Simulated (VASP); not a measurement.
Input of a VASP 6.6.1 run:

INCAR

```
PREC = Accurate ; ENCUT = 520
EDIFF = 1E-6 ; ISMEAR = -1
SIGMA = 0.02 ; LREAL = False
LASPH = True ; NELM = 60
ALGO = Normal ; ISIF = 2
LWAVE = False ; LCHARG = False
GGA = PE ; NBANDS = 16
```

File KPOINTS:

```
Automatic mesh
0
Gamma
  12 12 6
```

The input POSCAR:

```
MgO
1.0
    3.1566885389      0.0000000000      0.0000000000
   -1.5783442695      2.7337724665      0.0000000000
    0.0000000000      0.0000000000      4.8329916238
Mg O
2 2
Direct
    0.3333333333      0.6666666667     -0.0110121693
    0.6666666667      0.3333333333      0.4889878307
    0.3333333333      0.6666666667      0.3860121693
    0.6666666667      0.3333333333      0.8860121693
```

Potentials or basis: VASP PAW PBE potentials, release 64 (Mg, O).

Launch:

```bash
$ cat potpaw_PBE.64/Mg/POTCAR potpaw_PBE.64/O/POTCAR > POTCAR
$ mpirun -np 1 vasp_std > vasp.out
```

(1) Predict the band gap on the k mesh.

(2) What does it give for the pressure?

Results:

(1) 4.24 eV, direct.

(2) 24.0 GPa.

Caveat: the cell differs from its parent crystal (strain -4.0%).
